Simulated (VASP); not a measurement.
# WCF2 (P4/mmm) in VASP: further runs

The runs below take WCF2 through relaxation of cell and atoms, single point, with PBE.

Everything below comes from runs of VASP 6.6.1. Logs are shortened: lines on timing, memory, paths and dates and some standing lists are left out, and cuts for length are marked.

## (1) The cell of the first run

It takes space group P4/mmm (No. 123, tetragonal). The conventional cell has a = 4.012 Å, b = 4.012 Å, c = 4.012 Å, α = 90.00°, β = 90.00°, γ = 90.00°. W (site symmetry 4/mmm) has 2 C at 2.01 Å and 4 F at 2.01 Å within 2.7 Å. C (site symmetry 4/mmm) has 2 W at 2.01 Å within 2.7 Å. F (site symmetry mmm) has 2 W at 2.01 Å within 2.7 Å.

## (2) Relaxation of cell and atoms, PBE

The input, INCAR:

```
  PREC = Accurate
  ENCUT = 600
  EDIFF = 1E-6
  ISMEAR = 0
  SIGMA = 0.1
  LREAL = False
  LASPH = True
  NELM = 100
  ALGO = Normal
  ISIF = 3
  LWAVE = False
  LCHARG = False
  GGA = PE
  IBRION = 2
  NSW = 100
  EDIFFG = -0.01
```

The input, KPOINTS:

```
regular mesh
0
Gamma
  12 12 12
```

The input, POSCAR:

```
WCF2
1.0
    4.0120000000      0.0000000000      0.0000000000
    0.0000000000      4.0120000000      0.0000000000
    0.0000000000      0.0000000000      4.0120000000
W C F
1 1 2
Direct
    0.0000000000      0.0000000000      0.0000000000
    0.0000000000      0.0000000000      0.5000000000
    0.5000000000      0.0000000000      0.0000000000
    0.0000000000      0.5000000000      0.0000000000
```

Potentials or basis: VASP PAW PBE potentials, release 64 (W_sv, C, F).

Launch:

```
$ cat potpaw_PBE.64/W_sv/POTCAR potpaw_PBE.64/C/POTCAR potpaw_PBE.64/F/POTCAR > POTCAR
$ mpirun -np 1 vasp_std > vasp.out
```

OUTCAR:

```text
PREC = Accurate
   ENCUT = 600
   EDIFF = 1E-6
   ISMEAR = 0
   LREAL = False
   LASPH = True
   NELM = 100
   ISIF = 3
   GGA = PE
   IBRION = 2
   NSW = 100
   EDIFFG = -0.01

 ion  position               nearest neighbor table
   1  0.000  0.000  0.000-   2 2.01   3 2.01   4 2.01   2 2.01   4 2.01   3 2.01
   2  0.000  0.000  0.500-   1 2.01   1 2.01
   3  0.500  0.000  0.000-   1 2.01   1 2.01
   4  0.000  0.500  0.000-   1 2.01   1 2.01

  LATTYP: Found a simple cubic cell.
 ALAT       =     4.0120000000

  Lattice vectors:

 A1 = (   4.0120000000,   0.0000000000,   0.0000000000)
 A2 = (   0.0000000000,   4.0120000000,   0.0000000000)
 A3 = (   0.0000000000,   0.0000000000,   4.0120000000)

Analysis of symmetry for initial positions (statically):
=====================================================================
 Subroutine PRICEL returns:
 Original cell was already a primitive cell.

 Routine SETGRP: Setting up the symmetry group for a
 simple cubic supercell.

 Subroutine GETGRP returns: Found 16 space group operations
 (whereof 16 operations were pure point group operations)
 out of a pool of 48 trial point group operations.

The static configuration has the point symmetry D_4h.

Analysis of symmetry for dynamics (positions and initial velocities):
=====================================================================
 Subroutine PRICEL returns:
 Original cell was already a primitive cell.

 Routine SETGRP: Setting up the symmetry group for a
 simple cubic supercell.

 Subroutine GETGRP returns: Found 16 space group operations
 (whereof 16 operations were pure point group operations)
 out of a pool of 48 trial point group operations.

The dynamic configuration has the point symmetry D_4h.

 Subroutine INISYM returns: Found 16 space group operations
 (whereof 16 operations are pure point group operations),
 and found     1 'primitive' translations

----------------------------------------------------------------------------------------

                                     Primitive cell

  volume of cell :      64.5777

  direct lattice vectors                    reciprocal lattice vectors
     4.012000000  0.000000000  0.000000000     0.249252243  0.000000000  0.000000000
     0.000000000  4.012000000  0.000000000     0.000000000  0.249252243  0.000000000
     0.000000000  0.000000000  4.012000000     0.000000000  0.000000000  0.249252243

  length of vectors
     4.012000000  4.012000000  4.012000000     0.249252243  0.249252243  0.249252243

  position of ions in fractional coordinates (direct lattice)
     0.000000000  0.000000000  0.000000000
     0.000000000  0.000000000  0.500000000
     0.500000000  0.000000000  0.000000000
     0.000000000  0.500000000  0.000000000

  ion indices of the primitive-cell ions
   primitive index   ion index
                 1           1
                 2           2
                 3           3
                 4           4

----------------------------------------------------------------------------------------

 KPOINTS: regular mesh

Automatic generation of k-mesh.
 Grid dimensions read from file:
 generate k-points for:   12   12   12

 Generating k-lattice:

  Cartesian coordinates                     Fractional coordinates (reciprocal lattice)
     0.020771020  0.000000000  0.000000000     0.083333333  0.000000000  0.000000000
     0.000000000  0.020771020  0.000000000     0.000000000  0.083333333  0.000000000
     0.000000000  0.000000000  0.020771020     0.000000000  0.000000000  0.083333333

  Length of vectors
     0.020771020  0.020771020  0.020771020

  Shift w.r.t. Gamma in fractional coordinates (k-lattice)
     0.000000000  0.000000000  0.000000000

 Subroutine IBZKPT returns following result:
 ===========================================

 Found    196 irreducible k-points:

 Following reciprocal coordinates:
            Coordinates               Weight
  0.000000  0.000000  0.000000      1.000000
  0.083333  0.000000  0.000000      4.000000
  0.000000  0.000000  0.083333      2.000000
  0.166667  0.000000  0.000000      4.000000
  0.000000  0.000000  0.166667      2.000000
  0.250000  0.000000  0.000000      4.000000
[... 16 lines left out ...]
  0.000000  0.333333  0.083333      8.000000
  0.083333  0.000000  0.333333      8.000000
 [... further k-points ...]
   k-points           NKPTS =    196   k-points in BZ     NKDIM =    196   number of bands    NBANDS=     20
   number of dos      NEDOS =    301   number of ions     NIONS =      4
   total plane-waves  NPLWV =  32768
   dimension x,y,z NGX =    32 NGY =   32 NGZ =   32
   dimension x,y,z NGXF=    64 NGYF=   64 NGZF=   64
   ions per type =               1   1   2
   NGX,Y,Z   is equivalent  to a cutoff of  13.26, 13.26, 13.26 a.u.
   NGXF,Y,Z  is equivalent  to a cutoff of  26.52, 26.52, 26.52 a.u.
 SYSTEM =  unknown system
   PREC   = accura    normal or accurate (medium, high low for compatibility)
   ISTART =      0    job   : 0-new  1-cont  2-samecut
   ICHARG =      2    charge: 1-file 2-atom 10-const
   ISPIN  =      1    spin polarized calculation?
   LNONCOLLINEAR =      F non collinear calculations
   LSORBIT =      F    spin-orbit coupling
   LASPH  =      T    aspherical Exc in radial PAW
   ENCUT  =  600.0 eV  44.10 Ry    6.64 a.u.   8.01  8.01  8.01*2*pi/ulx,y,z
   NELM   =    100;   NELMIN=  2; NELMDL= -5     # of ELM steps
   EDIFF  = 0.1E-05   stopping-criterion for ELM
   LREAL  =      F    real-space projection
   EDIFFG = -.1E-01   stopping-criterion for IOM
   NSW    =    100    number of steps for IOM
   IBRION =      2    ionic relax: 0-MD 1-quasi-New 2-CG
   NFREE  =      1    steps in history (QN), initial steepest desc. (CG)
   ISIF   =      3    stress and relaxation
   ISYM   =      2    0-nonsym 1-usesym 2-fastsym
   POTIM  = 0.5000    time-step for ionic-motion
   TEBEG  =    0.0;   TEEND  =   0.0 temperature during run
   PSTRESS=    0.0 pullay stress
   NELECT =      32.0000    total number of electrons
   NUPDOWN=      -1.0000    fix difference up-down
   EMIN   =  10.00;   EMAX   =-10.00  energy-range for DOS
   EFERMI =   0.00;   METHOD = LEGACY
   ISMEAR =     0;   SIGMA  =   0.10  broadening in eV -4-tet -1-fermi 0-gaus
   EFERMI_NEDOS =   21; number of points for ismear=-14 and -15
   IALGO  =     38    algorithm
   IMIX   =      4    mixing-type and parameters
     AMIX     =   0.40;   BMIX     =  1.00
     AMIX_MAG =   1.60;   BMIX_MAG =  1.00
  volume/ion in A,a.u.               =      16.14       108.95
  Fermi-wavevector in a.u.,A,eV,Ry     =   1.295480  2.448101 22.834213  1.678267
  Thomas-Fermi vector in A             =   2.426997
   LORBIT       =      0    0 simple, 1 ext, 2 COOP (PROOUT), +10 PAW based schemes
   GGA     = PE    functional components
   LHFCALC =     F    Hartree Fock is set to
   AEXX    =    0.0000 exact exchange contribution
   IVDW    =     0    specifies the selected vdW correction
   LEPSILON=     F    determine dielectric tensor
   LRPA    =     F    only Hartree local field effects (RPA)
 conjugate gradient relaxation of ions
 non-spin polarized calculation
 Gauss-broadening in eV      SIGMA  =   0.10
  energy-cutoff  :      600.00
  volume of cell :       64.58
 maximum number of plane-waves:      2200
   NGX = 17   NGY = 17   NGZ = 17

--------------------------------------- Ionic step        1  -------------------------------------------

 number of electron      32.0000016 magnetization

 Free energy of the ion-electron system (eV)
  ---------------------------------------------------
  ext. energy  EPLUGINS =         0.00000000
  ---------------------------------------------------
  free energy    TOTEN  =       -27.93168340 eV

  energy without entropy =      -27.91898686  energy(sigma->0) =      -27.92533513

------------------------ aborting loop because EDIFF is reached ----------------------------------------

  FORCE on cell =-STRESS in cart. coord.  units (eV):
  Direction    XX          YY          ZZ          XY          YZ          ZX
  --------------------------------------------------------------------------------------
  -------------------------------------------------------------------------------------
  Total        1.8590798      1.8590798     -3.0454902      0.0000000     -0.0000000      0.0000000
  in kB       46.1238805     46.1238805    -75.5587939      0.0000000     -0.0000000      0.0000000
  external PRESSURE =       5.5629891 kB  Pullay stress =       0.0000000 kB
[... 137 lines left out ...]
  energy  without entropy=      -27.9817741975  energy(sigma->0) =      -27.98677387

--------------------------------------- Ionic step        5  -------------------------------------------

 number of electron      32.0000014 magnetization

 Free energy of the ion-electron system (eV)
  ---------------------------------------------------
  ext. energy  EPLUGINS =         0.00000000
  ---------------------------------------------------
  free energy    TOTEN  =       -27.99196183 eV

  energy without entropy =      -27.98214975  energy(sigma->0) =      -27.98705579

 E-fermi :   2.4915     XC(G=0):  -8.9362

 val. band max:        2.4803424433   @ k =   0.0833   0.2500   0.2500
 cond. band min:       2.4950070846   @ k =   0.2500   0.0833   0.3333
 fundamental gap:      0.0146646412
 Fermi energy:         2.4915332350

 k-point     1 :       0.0000    0.0000    0.0000
  band No.  band energies     occupation
      1     -72.8466      2.00000
      2     -37.3013      2.00000
      3     -37.3013      2.00000
      4     -36.6420      2.00000
      5     -23.3545      2.00000
      6     -23.1432      2.00000
[... 12 lines left out ...]
     19       3.2865      0.00000
[... 513 lines left out ...]
      4     -36.6516      2.00000
      5     -23.3265      2.00000
      6     -23.1227      2.00000
[... 12 lines left out ...]
     19       5.4904      0.00000
     20       6.7052      0.00000

 [... further k-points ...]
[... 5 lines left out ...]
  --------------------------------------------------------------------------------------
  -------------------------------------------------------------------------------------
  Total        0.0112019      0.0112019     -0.0191129      0.0000000      0.0000000      0.0000000
  in kB        0.2757060      0.2757060     -0.4704144      0.0000000      0.0000000      0.0000000
  external PRESSURE =       0.0269992 kB  Pullay stress =       0.0000000 kB
[... 19 lines left out ...]
  FREE ENERGIE OF THE ION-ELECTRON SYSTEM (eV)
  ---------------------------------------------------
  free  energy   TOTEN  =       -27.9919618294 eV

  energy  without entropy=      -27.9821497481  energy(sigma->0) =      -27.98705579

 reached required accuracy - stopping structural energy minimisation
```

It took 7.2 min on 1 thread of AMD EPYC 9R45 (Zen 5), shared host; peak memory 0.4 GiB.

Results:

* Free energy: -27.9920 eV
* Relaxed volume: 16.27 Å³/atom
* Relaxed cell: a = 4.071 Å, b = 4.071 Å, c = 3.927 Å, α = 90.00°, β = 90.00°, γ = 90.00°
* Space group after relaxing (to 0.05 Å): P4/mmm (No. 123)
* Energy gained by relaxing: 15.1 meV/atom
* Ionic steps: 5
* Pressure after relaxing: 0.0 GPa
* Band gap on the k mesh: zero (band 16 reaches 3.03 eV, above the bottom of band 17 at 1.74 eV)

The path:
```tsv
step	energy change (eV)	largest force (eV/Å)	pressure (GPa)	volume (Å³)
1	0.0000	0.0000	0.56	64.58
2	-0.0339	0.0000	0.87	65.03
3	-0.0600	0.0000	0.46	64.87
4	-0.0601	0.0000	-0.35	65.27
5	-0.0603	0.0000	0.00	65.10
```

Final structure:
```xyz
4
Lattice="4.0713 0.0000 0.0000 0.0000 4.0713 0.0000 0.0000 0.0000 3.9273" Properties=species:S:1:pos:R:3 pbc="T T T"
W     0.0000    0.0000    0.0000
C     0.0000    0.0000    1.9636
F     2.0357    0.0000    0.0000
F     0.0000    2.0357    0.0000
```

Caveat: spin-orbit coupling is left out, which moves the levels of the heavy elements.

## (3) Single point, PBE, collinear spin, ferrimagnetic start

The input, INCAR:

```
SYSTEM = WCF2
ALGO = Normal ; EDIFF = 1E-7
ENCUT = 520 ; GGA = PE
ISIF = 2 ; ISMEAR = 0
ISPIN = 2 ; LASPH = .TRUE.
LCHARG = .TRUE. ; LELF = .TRUE.
LMAXMIX = 4 ; LORBIT = 11
LREAL = .FALSE. ; LVHAR = .TRUE.
LWAVE = .FALSE. ; MAGMOM = 0.25 -0.12 0.01 0.01
NBANDS = 28 ; NELM = 150
PREC = Accurate ; SIGMA = 0.1
```

The input, KPOINTS:

```
k-points
0
G
  4 4 4
  0 0 0
```

POSCAR is that of step 2.

Potentials or basis: VASP PAW PBE potentials, release 64 (W_sv, C, F).

Launch:

```
$ cat potpaw_PBE.64/W_sv/POTCAR potpaw_PBE.64/C/POTCAR potpaw_PBE.64/F/POTCAR > POTCAR
$ mpirun -np 1 vasp_std > vasp.out
```

OUTCAR:

```text
SYSTEM = WCF2
   EDIFF = 1E-7
   ENCUT = 520
   GGA = PE
   ISIF = 2
   ISMEAR = 0
   ISPIN = 2
   LASPH = .TRUE.
   LORBIT = 11
   LREAL = .FALSE.
   NELM = 150
   PREC = Accurate

 ion  position               nearest neighbor table
   1  0.000  0.000  0.000-   2 2.01   3 2.01   4 2.01   2 2.01   4 2.01   3 2.01
   2  0.000  0.000  0.500-   1 2.01   1 2.01
   3  0.500  0.000  0.000-   1 2.01   1 2.01
   4  0.000  0.500  0.000-   1 2.01   1 2.01

  LATTYP: Found a simple cubic cell.
 ALAT       =     4.0120000000

  Lattice vectors:

 A1 = (   4.0120000000,   0.0000000000,   0.0000000000)
 A2 = (   0.0000000000,   4.0120000000,   0.0000000000)
 A3 = (   0.0000000000,   0.0000000000,   4.0120000000)

Analysis of symmetry for initial positions (statically):
=====================================================================
 Subroutine PRICEL returns:
 Original cell was already a primitive cell.

 Routine SETGRP: Setting up the symmetry group for a
 simple cubic supercell.

[... 1309 lines left out ...]

  FORCE on cell =-STRESS in cart. coord.  units (eV):
  Direction    XX          YY          ZZ          XY          YZ          ZX
  --------------------------------------------------------------------------------------
  -------------------------------------------------------------------------------------
  Total        1.7215852      1.7215852     -3.2002283      0.0000000      0.0000000      0.0000000
  in kB       42.7126323     42.7126323    -79.3978550      0.0000000      0.0000000      0.0000000
  external PRESSURE =       2.0091365 kB  Pullay stress =       0.0000000 kB

 VOLUME and BASIS-vectors are now :
 -----------------------------------------------------------------------------
  energy-cutoff  :      520.00
  volume of cell :       64.58
      direct lattice vectors                 reciprocal lattice vectors
     4.012000000  0.000000000  0.000000000     0.249252243  0.000000000  0.000000000
     0.000000000  4.012000000  0.000000000     0.000000000  0.249252243  0.000000000
     0.000000000  0.000000000  4.012000000     0.000000000  0.000000000  0.249252243

 POSITION                                       TOTAL-FORCE (eV/Angst)
 -----------------------------------------------------------------------------------
      0.00000      0.00000      0.00000         0.000000      0.000000      0.000000
      0.00000      0.00000      2.00600         0.000000      0.000000      0.000000
      2.00600      0.00000      0.00000         0.000000      0.000000      0.000000
      0.00000      2.00600      0.00000         0.000000      0.000000      0.000000
 -----------------------------------------------------------------------------------
    total drift:                               -0.000000      0.000000      0.000000

  FREE ENERGIE OF THE ION-ELECTRON SYSTEM (eV)
  ---------------------------------------------------
  free  energy   TOTEN  =       -27.8540268057 eV

  energy  without entropy=      -27.8288502940  energy(sigma->0) =      -27.84143855

 total charge

# of ion       s       p       d       tot
------------------------------------------
    1        2.312   6.327   3.260  11.899
    2        0.963   1.344   0.000   2.308
    3        1.735   4.382   0.000   6.117
    4        1.735   4.382   0.000   6.117
--------------------------------------------------
tot          6.744  16.436   3.260  26.440

 magnetization (x)

# of ion       s       p       d       tot
------------------------------------------
    1       -0.000   0.000  -0.000  -0.000
    2        0.000   0.000   0.000   0.000
    3        0.000  -0.000   0.000  -0.000
    4        0.000  -0.000   0.000  -0.000
--------------------------------------------------
tot          0.000   0.000  -0.000   0.000
```

Wall time 76 s (1 thread of AMD EPYC 7R13 (Zen 3), shared host); peak memory 0.18 GiB.

Results:

```
Free energy                                           : -27.8540 eV
Pressure                                              : 0.2 GPa
Band gap on the k mesh                                : zero (filled and empty bands overlap)
Net moment                                            : 0.00 μB per cell
Valence electrons inside the program's atomic spheres : W 11.90; C 2.31; F 6.12
```

Stress tensor (GPa, compression positive):
```
 4.27  0.00  0.00
 0.00  4.27  0.00
 0.00  0.00 -7.94
```

Caveat: the k points lie up to 0.39 Å⁻¹ apart; spin-orbit coupling is left out, which moves the levels of the heavy elements.
